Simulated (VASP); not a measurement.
# Na (I4/mmm) in VASP: notebook, part 3 of 3

VASP 6.6.1. Earlier steps stand in the parts before.

**5. Single point, LDA**

This run uses another cell than the first one, of 30.88 Å³/atom.

INCAR

```
PREC     = Accurate       # precision mode
ENCUT    = 520            # plane-wave cutoff, eV
EDIFF    = 1E-6           # SCF threshold, eV
ISMEAR   = 0              # smearing method
SIGMA    = 0.15           # smearing width, eV
LREAL    = False          # projectors in reciprocal space
LASPH    = True           # aspherical terms in the spheres
NELM     = 60             # most SCF steps
ALGO     = Normal         # electronic algorithm
ISIF     = 2              # what is computed and relaxed
LWAVE    = False          # write WAVECAR
LCHARG   = False          # write CHGCAR
GGA      = CA             # functional
NBANDS   = 10             # bands
```

KPOINTS

```
Automatic mesh
0
Gamma
  18 18 18
```

POSCAR

```
Na
1.0
   -1.7649978912      1.7649978912      2.4785298014
    1.7649978912     -1.7649978912      2.4785298014
    1.7649978912      1.7649978912     -2.4785298014
Na
1
Direct
    0.0000000000      0.0000000000      0.0000000000
```

Potentials or basis: VASP PAW LDA potentials, release 64 (Na_pv).

The run is started by

```bash
$ cat potpaw_LDA.64/Na_pv/POTCAR > POTCAR
$ mpirun -np 1 vasp_std > vasp.out
```

OUTCAR:

```text
PREC = Accurate
   ENCUT = 520
   EDIFF = 1E-6
   ISMEAR = 0
   LREAL = False
   LASPH = True
   NELM = 60
   ISIF = 2
   GGA = CA

 ion  position               nearest neighbor table
   1  0.000  0.000  0.000-

  LATTYP: Found a body centered tetragonal cell.
 ALAT       =     3.5299957824
 C/A-ratio  =     1.4042678542

  Lattice vectors:

 A1 = (  -1.7649978912,   1.7649978912,   2.4785298014)
 A2 = (   1.7649978912,  -1.7649978912,   2.4785298014)
 A3 = (   1.7649978912,   1.7649978912,  -2.4785298014)

Analysis of symmetry for initial positions (statically):
=====================================================================
 Subroutine PRICEL returns:
 Original cell was already a primitive cell.

 Routine SETGRP: Setting up the symmetry group for a
 body centered tetragonal supercell.

 Subroutine GETGRP returns: Found 16 space group operations
 (whereof 16 operations were pure point group operations)
 out of a pool of 16 trial point group operations.

The static configuration has the point symmetry D_4h.

Analysis of symmetry for dynamics (positions and initial velocities):
=====================================================================
 Subroutine PRICEL returns:
 Original cell was already a primitive cell.

 Routine SETGRP: Setting up the symmetry group for a
 body centered tetragonal supercell.

 Subroutine GETGRP returns: Found 16 space group operations
 (whereof 16 operations were pure point group operations)
 out of a pool of 16 trial point group operations.

The dynamic configuration has the point symmetry D_4h.

 Subroutine INISYM returns: Found 16 space group operations
 (whereof 16 operations are pure point group operations),
 and found     1 'primitive' translations

----------------------------------------------------------------------------------------

                                     Primitive cell
[... 112 lines left out ...]
  Thomas-Fermi vector in A             =   2.130348
   LORBIT       =      0    0 simple, 1 ext, 2 COOP (PROOUT), +10 PAW based schemes
   GGA     = CA    functional components
   LHFCALC =     F    Hartree Fock is set to
   AEXX    =    0.0000 exact exchange contribution
   IVDW    =     0    specifies the selected vdW correction
   LEPSILON=     F    determine dielectric tensor
   LRPA    =     F    only Hartree local field effects (RPA)
 non-spin polarized calculation
 Gauss-broadening in eV      SIGMA  =   0.15
  energy-cutoff  :      520.00
  volume of cell :       30.88
 maximum number of plane-waves:       869
 NGX is ok and might be reduce to    28
   NGX = 13   NGY = 13   NGZ = 13

 number of electron       7.0000007 magnetization

 Free energy of the ion-electron system (eV)
  ---------------------------------------------------
  ext. energy  EPLUGINS =         0.00000000
  ---------------------------------------------------
  free energy    TOTEN  =        -1.45162315 eV

  energy without entropy =       -1.44649966  energy(sigma->0) =       -1.44906141

 E-fermi :   0.7440     XC(G=0):  -7.2618

 val. band max:        0.7339583078   @ k =  -0.3889  -0.3889   0.3889
 cond. band min:       0.7505477757   @ k =  -0.2778   0.2778   0.2778
 fundamental gap:      0.0165894679
 Fermi energy:         0.7439743684

 k-point     1 :       0.0000    0.0000    0.0000
  band No.  band energies     occupation
      1     -24.0931      2.00000
      2     -24.0931      2.00000
      3     -24.0930      2.00000
      4      -2.9694      2.00000
      5      12.8765      0.00000
      6      12.8765      0.00000
      7      12.9065      0.00000
      8      14.3193      0.00000
      9      15.0050      0.00000
     10      15.0072      0.00000
[... 287 lines left out ...]
 k-point    24 :      -0.2222    0.0556   -0.0000
  band No.  band energies     occupation
      1     -24.1179      2.00000
      2     -24.0976      2.00000
      3     -24.0965      2.00000
      4      -2.1390      2.00000
      5       8.0465      0.00000
      6      11.5532      0.00000
      7      12.0481      0.00000
      8      14.1919      0.00000
      9      14.6420      0.00000
     10      16.1707      0.00000

 [... further k-points ...]

------------------------ aborting loop because EDIFF is reached ----------------------------------------

  FORCE on cell =-STRESS in cart. coord.  units (eV):
  Direction    XX          YY          ZZ          XY          YZ          ZX
  --------------------------------------------------------------------------------------
  -------------------------------------------------------------------------------------
  Total        0.1484441      0.1484441      0.1491760      0.0000000     -0.0000000      0.0000000
  in kB        7.7007162      7.7007162      7.7386846      0.0000000     -0.0000000      0.0000000
  external PRESSURE =       7.7133723 kB  Pullay stress =       0.0000000 kB

 VOLUME and BASIS-vectors are now :
 -----------------------------------------------------------------------------
  energy-cutoff  :      520.00
  volume of cell :       30.88
      direct lattice vectors                 reciprocal lattice vectors
    -1.764997891  1.764997891  2.478529801     0.000000000  0.283286457  0.201732495
     1.764997891 -1.764997891  2.478529801     0.283286457  0.000000000  0.201732495
     1.764997891  1.764997891 -2.478529801     0.283286457  0.283286457  0.000000000

 POSITION                                       TOTAL-FORCE (eV/Angst)
 -----------------------------------------------------------------------------------
      0.00000      0.00000      0.00000        -0.000000     -0.000000      0.000000
 -----------------------------------------------------------------------------------
    total drift:                               -0.000000     -0.000000     -0.000000

  FREE ENERGIE OF THE ION-ELECTRON SYSTEM (eV)
  ---------------------------------------------------
  free  energy   TOTEN  =        -1.4516231534 eV

  energy  without entropy=       -1.4464996641  energy(sigma->0) =       -1.44906141
```

stdout:

```text
POSCAR found type information on POSCAR Na
 POSCAR found :  1 types and       1 ions
 scaLAPACK will be used
 LDA part: xc-table for (Slater(with rela. corr.)+CA(PZ))
 , standard interpolation
 POSCAR, INCAR and KPOINTS ok, starting setup
 FFT: planning ... GRIDC
 FFT: planning ... GRID_SOFT
 FFT: planning ... GRID
 WAVECAR not read
 entering main loop
```

Wall time 51 s (1 thread of Intel Xeon 6975P-C (Granite Rapids), shared host); peak memory 0.22 GiB.

Results:

```
Free energy            : -1.4516 eV
Pressure               : 0.8 GPa
Band gap on the k mesh : zero (an odd number of electrons rules out a gap without spin polarisation)
```

Levels at points of the mesh, in eV from the Fermi level:
```
           k point  band 2  band 3  band 4  band 5  band 6  band 7
(0.00, 0.00, 0.00)  -24.84  -24.84   -3.71   12.13   12.13   12.16
(0.50, 0.00, 0.00)  -24.85  -24.85    0.58    1.08   11.04   11.14
(0.50, 0.50, 0.00)  -24.86  -24.86    1.93    2.51    6.81    8.04
(0.50, 0.50, 0.50)  -24.86  -24.86    2.01    2.58    6.74    7.95
```

**6. Overview**

| cell | gap on the mesh (eV) | pressure (GPa) |
| --- | --- | --- |
| a = 3.698 Å, angles 119.8, 119.8, 90.4°, 1 atom | none | -0.7 |
| a = 3.788 Å, angles 119.8, 119.8, 90.4°, 1 atom | none | -1.1 |
| a = 3.427 Å, angles 119.8, 119.8, 90.4°, 1 atom | none | 1.9 |
| a = 3.518 Å, angles 119.8, 119.8, 90.4°, 1 atom | none | 0.8 |

Alike in all rows: task single point; level LDA; potentials or basis VASP PAW LDA potentials, release 64 (Na_pv); no spin polarisation; k mesh 18 × 18 × 18; cutoff (eV) 520; smearing gaussian 0.15 eV.

Total energies depend on the potentials used, so only differences within one code and one set of settings carry meaning.
